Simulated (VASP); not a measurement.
# AgO (F-43m) in VASP: further runs

Runs on AgO. Level: LDA. Tasks: vibrations by perturbation theory.

All numbers are computed with VASP 6.6.1; they aren't measurements. Logs are shortened: lines on timing, memory, paths and dates and some standing lists are left out, and cuts for length are marked.

## 1. The cell of the first run

It takes space group F-43m (No. 216, cubic). Conventional cell: a = 4.818 Å, b = 4.818 Å, c = 4.818 Å, α = 90.00°, β = 90.00°, γ = 90.00°. Within 2.8 Å of Ag (site symmetry -43m) lie 4 O at 2.09 Å. Within 2.8 Å of O (site symmetry -43m) lie 4 Ag at 2.09 Å.

## 2. Vibrations by perturbation theory, LDA

File INCAR:

```
PREC = Accurate
ENCUT = 520
EDIFF = 1E-8
ISMEAR = -1
SIGMA = 0.15
LREAL = False
LASPH = True
NELM = 60
ALGO = Normal
ISIF = 2
LWAVE = False
LCHARG = False
GGA = CA
IBRION = 8
NSW = 1
```

File KPOINTS:

```
regular mesh
0
Gamma
  16 16 16
```

File POSCAR:

```
AgO
1.0
    0.0000000000      2.4087577229      2.4087577229
    2.4087577229      0.0000000000      2.4087577229
    2.4087577229      2.4087577229      0.0000000000
Ag O
1 1
Direct
    0.0000000000      0.0000000000      0.0000000000
    0.7500000000      0.7500000000      0.7500000000
```

Potentials or basis: VASP PAW LDA potentials, release 64 (Ag, O).

The run is started by

```console
> cat potpaw_LDA.64/Ag/POTCAR potpaw_LDA.64/O/POTCAR > POTCAR
> mpirun -np 1 vasp_std > vasp.out
```

OUTCAR:

```text
PREC = Accurate
   ENCUT = 520
   EDIFF = 1E-8
   ISMEAR = -1
   LREAL = False
   LASPH = True
   NELM = 60
   ISIF = 2
   GGA = CA
   IBRION = 8
   NSW = 1

 ion  position               nearest neighbor table
   1  0.000  0.000  0.000-   2 2.09   2 2.09   2 2.09   2 2.09
   2  0.750  0.750  0.750-   1 2.09   1 2.09   1 2.09   1 2.09

  LATTYP: Found a face centered cubic cell.
 ALAT       =     4.8175154458

  Lattice vectors:

 A1 = (   0.0000000000,   2.4087577229,   2.4087577229)
 A2 = (   2.4087577229,   0.0000000000,   2.4087577229)
 A3 = (   2.4087577229,   2.4087577229,   0.0000000000)

Analysis of symmetry for initial positions (statically):
=====================================================================
 Subroutine PRICEL returns:
 Original cell was already a primitive cell.

 Routine SETGRP: Setting up the symmetry group for a
 face centered cubic supercell.

 Subroutine GETGRP returns: Found 24 space group operations
 (whereof 24 operations were pure point group operations)
 out of a pool of 48 trial point group operations.

The static configuration has the point symmetry T_d .

Analysis of symmetry for dynamics (positions and initial velocities):
=====================================================================
 Subroutine PRICEL returns:
 Original cell was already a primitive cell.

 Routine SETGRP: Setting up the symmetry group for a
 face centered cubic supercell.

 Subroutine GETGRP returns: Found 24 space group operations
 (whereof 24 operations were pure point group operations)
 out of a pool of 48 trial point group operations.

The dynamic configuration has the point symmetry T_d .

 Subroutine INISYM returns: Found 24 space group operations
 (whereof 24 operations are pure point group operations),
 and found     1 'primitive' translations

----------------------------------------------------------------------------------------

                                     Primitive cell

  volume of cell :      27.9518

  direct lattice vectors                    reciprocal lattice vectors
     0.000000000  2.408757723  2.408757723    -0.207575878  0.207575878  0.207575878
     2.408757723  0.000000000  2.408757723     0.207575878 -0.207575878  0.207575878
     2.408757723  2.408757723  0.000000000     0.207575878  0.207575878 -0.207575878

  length of vectors
     3.406497840  3.406497840  3.406497840     0.359531968  0.359531968  0.359531968

  position of ions in fractional coordinates (direct lattice)
     0.000000000  0.000000000  0.000000000
     0.750000000  0.750000000  0.750000000

  ion indices of the primitive-cell ions
   primitive index   ion index
                 1           1
                 2           2

----------------------------------------------------------------------------------------

 KPOINTS: regular mesh

Automatic generation of k-mesh.
 Grid dimensions read from file:
 generate k-points for:   16   16   16

 Generating k-lattice:

  Cartesian coordinates                     Fractional coordinates (reciprocal lattice)
    -0.012973492  0.012973492  0.012973492     0.062500000  0.000000000  0.000000000
     0.012973492 -0.012973492  0.012973492     0.000000000  0.062500000  0.000000000
     0.012973492  0.012973492 -0.012973492     0.000000000  0.000000000  0.062500000

  Length of vectors
     0.022470748  0.022470748  0.022470748

  Shift w.r.t. Gamma in fractional coordinates (k-lattice)
     0.000000000  0.000000000  0.000000000

 Subroutine IBZKPT returns following result:
 ===========================================

 Found    145 irreducible k-points:

 Following reciprocal coordinates:
            Coordinates               Weight
  0.000000  0.000000  0.000000      1.000000
  0.062500  0.000000  0.000000      8.000000
  0.125000  0.000000  0.000000      8.000000
  0.187500  0.000000  0.000000      8.000000
  0.250000  0.000000  0.000000      8.000000
  0.312500  0.000000  0.000000      8.000000
[... 16 lines left out ...]
 -0.125000  0.062500  0.000000     24.000000
 -0.062500  0.062500  0.000000     12.000000
 [... further k-points ...]
   k-points           NKPTS =    145   k-points in BZ     NKDIM =    145   number of bands    NBANDS=     12
   number of dos      NEDOS =    301   number of ions     NIONS =      2
   total plane-waves  NPLWV =  21952
   dimension x,y,z NGX =    28 NGY =   28 NGZ =   28
   dimension x,y,z NGXF=    56 NGYF=   56 NGZF=   56
   ions per type =               1   1
   NGX,Y,Z   is equivalent  to a cutoff of  13.66, 13.66, 13.66 a.u.
   NGXF,Y,Z  is equivalent  to a cutoff of  27.33, 27.33, 27.33 a.u.
 SYSTEM =  unknown system
   PREC   = accura    normal or accurate (medium, high low for compatibility)
   ISTART =      0    job   : 0-new  1-cont  2-samecut
   ICHARG =      2    charge: 1-file 2-atom 10-const
   ISPIN  =      1    spin polarized calculation?
   LNONCOLLINEAR =      F non collinear calculations
   LSORBIT =      F    spin-orbit coupling
   LASPH  =      T    aspherical Exc in radial PAW
   ENCUT  =  520.0 eV  38.22 Ry    6.18 a.u.   6.33  6.33  6.33*2*pi/ulx,y,z
   NELM   =     60;   NELMIN=  2; NELMDL= -5     # of ELM steps
   EDIFF  = 0.1E-07   stopping-criterion for ELM
   LREAL  =      F    real-space projection
   EDIFFG = 0.1E-06   stopping-criterion for IOM
   NSW    =      1    number of steps for IOM
   IBRION =      8    ionic relax: 0-MD 1-quasi-New 2-CG
   NFREE  =      0    steps in history (QN), initial steepest desc. (CG)
   ISIF   =      2    stress and relaxation
   ISYM   =      2    0-nonsym 1-usesym 2-fastsym
   POTIM  = 0.5000    time-step for ionic-motion
   TEBEG  =    0.0;   TEEND  =   0.0 temperature during run
   PSTRESS=    0.0 pullay stress
   NELECT =      17.0000    total number of electrons
   NUPDOWN=      -1.0000    fix difference up-down
   EMIN   =  10.00;   EMAX   =-10.00  energy-range for DOS
   EFERMI =   0.00;   METHOD = LEGACY
   ISMEAR =    -1;   SIGMA  =   0.15  broadening in eV -4-tet -1-fermi 0-gaus
   EFERMI_NEDOS =   21; number of points for ismear=-14 and -15
   IALGO  =     38    algorithm
   IMIX   =      4    mixing-type and parameters
     AMIX     =   0.40;   BMIX     =  1.00
     AMIX_MAG =   1.60;   BMIX_MAG =  1.00
  volume/ion in A,a.u.               =      13.98        94.31
  Fermi-wavevector in a.u.,A,eV,Ry     =   1.387037  2.621120 26.175860  1.923871
  Thomas-Fermi vector in A             =   2.511296
   LORBIT       =      0    0 simple, 1 ext, 2 COOP (PROOUT), +10 PAW based schemes
   GGA     = CA    functional components
   LHFCALC =     F    Hartree Fock is set to
   AEXX    =    0.0000 exact exchange contribution
   IVDW    =     0    specifies the selected vdW correction
   LEPSILON=     F    determine dielectric tensor
   LRPA    =     F    only Hartree local field effects (RPA)
 non-spin polarized calculation
  energy-cutoff  :      520.00
  volume of cell :       27.95
 maximum number of plane-waves:       766
 NGX is ok and might be reduce to    28
   NGX = 13   NGY = 13   NGZ = 13

--------------------------------------- Ionic step        1  -------------------------------------------

 number of electron      16.9999997 magnetization

 Free energy of the ion-electron system (eV)
  ---------------------------------------------------
  ext. energy  EPLUGINS =         0.00000000
  ---------------------------------------------------
  free energy    TOTEN  =        -9.05395268 eV

  energy without entropy =       -8.91178350  energy(sigma->0) =       -8.98286809

 E-fermi :   4.7007     XC(G=0): -11.5406

 val. band max:        4.6886051988   @ k =  -0.3125   0.1875   0.0625
 cond. band min:       4.7093814553   @ k =  -0.3750   0.1250   0.0000
 fundamental gap:      0.0207762565
 Fermi energy:         4.7007164009

 k-point     1 :       0.0000    0.0000    0.0000
  band No.  band energies     occupation
      1     -13.4905      2.00000
      2      -1.4241      2.00000
      3      -1.4241      2.00000
      4      -1.4241      2.00000
      5       1.3836      2.00000
      6       1.3836      2.00000
      7       4.8440      0.55566
      8       5.5762      0.00582
      9       5.5762      0.00582
     10       5.5762      0.00582
     11      18.5969      0.00000
     12      18.5969      0.00000
[... 331 lines left out ...]
 k-point    24 :      -0.0625    0.0625    0.0000
  band No.  band energies     occupation
      1     -13.4510      2.00000
      2      -1.4644      2.00000
      3      -1.3806      2.00000
      4      -1.3578      2.00000
      5       1.3454      2.00000
      6       1.3900      2.00000
      7       4.7761      0.75381
      8       5.4309      0.01526
      9       5.5401      0.00740
     10       5.7998      0.00131
     11      17.6470      0.00000
     12      18.3072      0.00000

 [... further k-points ...]
[... 5 lines left out ...]
  --------------------------------------------------------------------------------------
  -------------------------------------------------------------------------------------
  Total        1.0615798      1.0615798      1.0615798      0.0000000      0.0000000      0.0000000
  in kB       60.8490615     60.8490615     60.8490615      0.0000000      0.0000000      0.0000000
  external PRESSURE =      60.8490615 kB  Pullay stress =       0.0000000 kB

 VOLUME and BASIS-vectors are now :
 -----------------------------------------------------------------------------
  energy-cutoff  :      520.00
  volume of cell :       27.95
      direct lattice vectors                 reciprocal lattice vectors
     0.000000000  2.408757723  2.408757723    -0.207575878  0.207575878  0.207575878
     2.408757723  0.000000000  2.408757723     0.207575878 -0.207575878  0.207575878
     2.408757723  2.408757723  0.000000000     0.207575878  0.207575878 -0.207575878

 POSITION                                       TOTAL-FORCE (eV/Angst)
 -----------------------------------------------------------------------------------
      0.00000      0.00000      0.00000        -0.000000     -0.000000     -0.000000
      3.61314      3.61314      3.61314         0.000000      0.000000      0.000000
 -----------------------------------------------------------------------------------
    total drift:                               -0.000000     -0.000000     -0.000000

  FREE ENERGIE OF THE ION-ELECTRON SYSTEM (eV)
  ---------------------------------------------------
  free  energy   TOTEN  =        -9.0539526754 eV

  energy  without entropy=       -8.9117834952  energy(sigma->0) =       -8.98286809

[... ionic steps 2 to 3 ...]

--------------------------------------- Ionic step        4  -------------------------------------------

------------------------ aborting loop because EDIFF is reached ----------------------------------------

[... ionic steps 5 to 6 ...]

--------------------------------------- Ionic step        7  -------------------------------------------

 Free energy of the ion-electron system (eV)
  ---------------------------------------------------
  ---------------------------------------------------
  free energy    TOTEN  =        -0.35339335 eV

  energy without entropy =       -0.35339335

------------------------ aborting loop because EDIFF is reached ----------------------------------------

 INTERNAL STRAIN TENSOR  FOR ION    2  DIRECTION 1   (eV/Angst):
 -----------------------------------------------------------------------------
    -0.00461  0.00000  0.00000
     0.00000  0.00639  8.01026
    -0.00000  8.01026  0.00639

 INTERNAL STRAIN TENSOR FOR ION    2 for displacements in x,y,z  (eV/Angst):
          X           Y           Z          XY          YZ          ZX
  --------------------------------------------------------------------------------
  x     0.00000     0.00000     0.00000     0.00000     8.01026    -0.00000
  y     0.00000     0.00000     0.00000    -0.00000     0.00000     8.01026
  z     0.00000     0.00000     0.00000     8.01026    -0.00000    -0.00000

 SECOND DERIVATIVES (NOT SYMMETRIZED)
 ------------------------------------
               1X          1Y          1Z          2X          2Y          2Z
  1X    -4.404845    0.000000    0.000000    4.404845    0.000000    0.000000
  1Y     0.000000   -4.404845    0.000000    0.000000    4.404845    0.000000
  1Z     0.000000    0.000000   -4.404845    0.000000    0.000000    4.404845
  2X     4.389098    0.000000    0.000000   -4.389098    0.000000    0.000000
  2Y     0.000000    4.389098    0.000000    0.000000   -4.389098    0.000000
  2Z     0.000000    0.000000    4.389098    0.000000    0.000000   -4.389098

 Eigenvectors and eigenvalues of the dynamical matrix
 ----------------------------------------------------

   1 f  =    8.776317 THz    55.143225 2PiTHz  292.746419 cm-1    36.295914 meV
             X         Y         Z           dx          dy          dz
      0.000000  0.000000  0.000000     0.178938    0.312337   -0.000000
      3.613137  3.613137  3.613137    -0.463779   -0.809528   -0.000000
[... 21 lines left out ...]
   6 f/i=    0.005278 THz     0.033162 2PiTHz    0.176051 cm-1     0.021828 meV
             X         Y         Z           dx          dy          dz
      0.000000  0.000000  0.000000    -0.925421   -0.117748    0.012552
      3.613137  3.613137  3.613137    -0.357052   -0.045430    0.004843

--------------------------------------------------------------------------------------------------------

 ELASTIC MODULI CONTR FROM IONIC RELAXATION (kBar)
 Direction    XX          YY          ZZ          XY          YZ          ZX
 --------------------------------------------------------------------------------
 XX          -0.0000     -0.0000      0.0000     -0.0000      0.0000     -0.0000
 YY          -0.0000     -0.0000     -0.0000      0.0000      0.0000      0.0000
 ZZ           0.0000     -0.0000     -0.0000      0.0000      0.0000     -0.0000
 XY          -0.0000      0.0000      0.0000   -824.8916     -0.0000      0.0000
 YZ           0.0000      0.0000      0.0000     -0.0000   -824.8916     -0.0000
 ZX          -0.0000      0.0000     -0.0000      0.0000     -0.0000   -824.8916
 --------------------------------------------------------------------------------
```

Wall time 6.3 min (1 thread of AMD EPYC 9R45 (Zen 5), shared host); peak memory 0.51 GiB.

What came out:

| Quantity | Value |
| --- | --- |
| Highest phonon frequency at Γ, LO-TO splitting left out | 293 cm⁻¹ |

Phonon frequencies in cm⁻¹ (negative: imaginary):
```
              q point        frequencies
(0.000, 0.000, 0.000)  0 0 0 293 293 293
```

Caveat: the cell wasn't relaxed at this level first, which shifts response properties.

## 3. Vibrations by perturbation theory, LDA (phonons at volume x 0.98)

File INCAR:

```
SYSTEM = AgO
ALGO = Normal
EDIFF = 1E-8
ENCUT = 520
IBRION = 8
ISIF = 2
ISMEAR = -1
LASPH = .TRUE.
LCHARG = .FALSE.
LREAL = .FALSE.
LWAVE = .FALSE.
NELM = 100
NSW = 1
PREC = Accurate
SIGMA = 0.15
```

File KPOINTS:

```
k-points
0
G
  16 16 16
  0 0 0
```

File POSCAR:

```
AgO
1.0
    0.0000000000      2.4276441116      2.4276441116
    2.4276441116      0.0000000000      2.4276441116
    2.4276441116      2.4276441116      0.0000000000
Ag O
1 1
Direct
    0.0000000000      0.0000000000      0.0000000000
    0.7500000000      0.7500000000      0.7500000000
```

Potentials or basis: VASP PAW LDA potentials, release 64 (Ag, O).

The run is started by

```console
> cat potpaw_LDA.64/Ag/POTCAR potpaw_LDA.64/O/POTCAR > POTCAR
> mpirun -np 1 vasp_std > vasp.out
```

OUTCAR:

```text
SYSTEM = AgO
   EDIFF = 1E-8
   ENCUT = 520
   IBRION = 8
   ISIF = 2
   ISMEAR = -1
   LASPH = .TRUE.
   LREAL = .FALSE.
   NELM = 100
   NSW = 1
   PREC = Accurate

 ion  position               nearest neighbor table
   1  0.000  0.000  0.000-   2 2.10   2 2.10   2 2.10   2 2.10
   2  0.750  0.750  0.750-   1 2.10   1 2.10   1 2.10   1 2.10

  LATTYP: Found a face centered cubic cell.
 ALAT       =     4.8552882232

  Lattice vectors:

 A1 = (   0.0000000000,   2.4276441116,   2.4276441116)
 A2 = (   2.4276441116,   0.0000000000,   2.4276441116)
 A3 = (   2.4276441116,   2.4276441116,   0.0000000000)

Analysis of symmetry for initial positions (statically):
=====================================================================
 Subroutine PRICEL returns:
 Original cell was already a primitive cell.

[... 590 lines left out ...]

 INTERNAL STRAIN TENSOR  FOR ION    2  DIRECTION 1   (eV/Angst):
 -----------------------------------------------------------------------------
    -0.00311  0.00000  0.00000
     0.00000  0.00554  6.84208
    -0.00000  6.84208  0.00554

 INTERNAL STRAIN TENSOR FOR ION    2 for displacements in x,y,z  (eV/Angst):
          X           Y           Z          XY          YZ          ZX
  --------------------------------------------------------------------------------
  x     0.00000     0.00000     0.00000     0.00000     6.84208     0.00000
  y    -0.00000     0.00000    -0.00000     0.00000     0.00000     6.84208
  z     0.00000     0.00000     0.00000     6.84208     0.00000    -0.00000

 SECOND DERIVATIVES (NOT SYMMETRIZED)
 ------------------------------------
               1X          1Y          1Z          2X          2Y          2Z
  1X    -3.862974    0.000000    0.000000    3.862974    0.000000    0.000000
  1Y     0.000000   -3.862974    0.000000    0.000000    3.862974    0.000000
  1Z     0.000000    0.000000   -3.862974    0.000000    0.000000    3.862974
  2X     3.874018    0.000000    0.000000   -3.874018    0.000000    0.000000
  2Y     0.000000    3.874018    0.000000    0.000000   -3.874018    0.000000
  2Z     0.000000    0.000000    3.874018    0.000000    0.000000   -3.874018

 Eigenvectors and eigenvalues of the dynamical matrix
 ----------------------------------------------------

   1 f  =    8.241853 THz    51.785091 2PiTHz  274.918633 cm-1    34.085551 meV
             X         Y         Z           dx          dy          dz
      0.000000  0.000000  0.000000     0.358956    0.000000    0.000000
      3.641466  3.641466  3.641466    -0.933355   -0.000000   -0.000000
[... 21 lines left out ...]
   6 f/i=    0.003941 THz     0.024765 2PiTHz    0.131473 cm-1     0.016301 meV
             X         Y         Z           dx          dy          dz
      0.000000  0.000000  0.000000     0.004365    0.298919    0.884183
      3.641466  3.641466  3.641466     0.001679    0.114960    0.340045

--------------------------------------------------------------------------------------------------------

 ELASTIC MODULI CONTR FROM IONIC RELAXATION (kBar)
 Direction    XX          YY          ZZ          XY          YZ          ZX
 --------------------------------------------------------------------------------
 XX          -0.0000     -0.0000     -0.0000     -0.0000      0.0000      0.0000
 YY          -0.0000     -0.0000     -0.0000     -0.0000     -0.0000      0.0000
 ZZ          -0.0000     -0.0000     -0.0000     -0.0000     -0.0000      0.0000
 XY          -0.0000     -0.0000     -0.0000   -668.9264     -0.0000      0.0000
 YZ           0.0000     -0.0000     -0.0000     -0.0000   -668.9264     -0.0000
 ZX           0.0000      0.0000      0.0000      0.0000     -0.0000   -668.9264
 --------------------------------------------------------------------------------
```

Wall time 7 min (1 thread of AMD EPYC 9R45 (Zen 5), shared host); peak memory 0.52 GiB.

What came out:

```yaml
Highest_phonon_frequency_at_Γ_LO-TO_splitting_left_out: 275 cm⁻¹
```

Phonon frequencies in cm⁻¹ (negative: imaginary):
```tsv
q point	frequencies
(0.000, 0.000, 0.000)	0 0 0 275 275 275
```

Caveat: the cell differs from its parent crystal (phonons at volume x 0.98); the cell wasn't relaxed at this level first, which shifts response properties.
